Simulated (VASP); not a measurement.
Bi: relaxation of cell and atoms with r2SCAN+rVV10

Crystal: Bi.

```
CELL_PARAMETERS angstrom
2.26314 1.30662 3.93085
-2.26314 1.30662 3.93085
0.00000 -2.61325 3.93085
ATOMIC_POSITIONS crystal
Bi 0.23531 0.23531 0.23531
Bi 0.76469 0.76469 0.76469
```

| Property | Result |
| --- | --- |
| Program | VASP 6.6.1 |
| Task | relaxation of cell and atoms |
| Functional | r2SCAN |
| Dispersion | rVV10 |
| Potentials or basis | VASP PAW PBE potentials, release 64 (Bi_d) |
| Cutoff | 600 eV |
| k mesh | 6 × 6 × 6 |
| Occupations | fermi-dirac, width 0.02 eV |
| Spin | no spin polarisation |
| Dipole correction | no |
| Further INCAR settings | ALGO = Normal; EDIFF = 1e-07; IBRION = 2; EDIFFG = -0.005; NSW = 80; ISIF = 3 |

```json
{
  "Relaxed volume": "35.74 Å³/atom",
  "Relaxed cell": "a = 4.803 Å, b = 4.803 Å, c = 4.803 Å, α = 56.22°, β = 56.22°, γ = 56.22°",
  "Space group after relaxing (to 0.1 Å)": "R-3m (No. 166)",
  "Energy gained by relaxing": "4.0 meV/atom",
  "Ionic steps": "12",
  "Pressure after relaxing": "0.0 GPa",
  "Largest force after relaxing": "0.005 eV/Å"
}
```

Forces on the atoms (eV/Å):
```
Bi   0.000  0.000  0.005
Bi   0.000  0.000 -0.005
```

Step by step:
```tsv
step	energy change (eV)	largest force (eV/Å)	pressure (GPa)	volume (Å³)
1	0.0000	0.1515	0.47	69.74
2	-0.0035	0.1498	-0.13	70.78
3	-0.0039	0.1494	-0.38	71.24
4	-0.0064	0.0733	-0.20	71.27
5	-0.0074	0.0152	0.02	71.30
6	-0.0074	0.0237	0.04	71.30
7	-0.0077	0.0172	0.01	71.38
8	-0.0079	0.0025	-0.04	71.54
9	-0.0079	0.0017	-0.04	71.54
10	-0.0079	0.0069	0.03	71.44
11	-0.0079	0.0052	0.01	71.48
12	-0.0079	0.0048	0.00	71.49
```

Final structure:
```yaml
crystal:
  lattice:
    - [2.26302, 1.30655, 4.02956]
    - [-2.26302, 1.30655, 4.02956]
    - [0.00000, -2.61311, 4.02956]
  atoms:
    - { symbol: Bi, position: [0.23268, 0.23268, 0.23268] }
    - { symbol: Bi, position: [0.76732, 0.76732, 0.76732] }
```

Levels at points of the mesh, in eV from the Fermi level:
```csv
k point,band 13,band 14,band 15,band 16,band 17,band 18
"(0.00, 0.00, 0.00)",-1.59,-1.18,-1.18,2.58,3.13,3.13
"(0.50, 0.00, 0.00)",-1.52,-1.29,-0.20,-0.01,0.74,1.33
"(0.50, 0.50, 0.00)",-4.71,-3.08,-2.89,2.64,5.17,5.87
"(0.50, 0.50, 0.50)",-0.68,-0.59,-0.59,0.96,0.96,1.06
```

Wall time 76 min on 1 thread of Intel Xeon 8259CL (shared host), peak memory 0.52 GiB.

Caveat: the PAW data sets were made with another functional, which shifts forces and pressure a little; spin-orbit coupling is left out, which moves the levels of the heavy elements. Zero-point motion and thermal expansion aren't in these numbers.
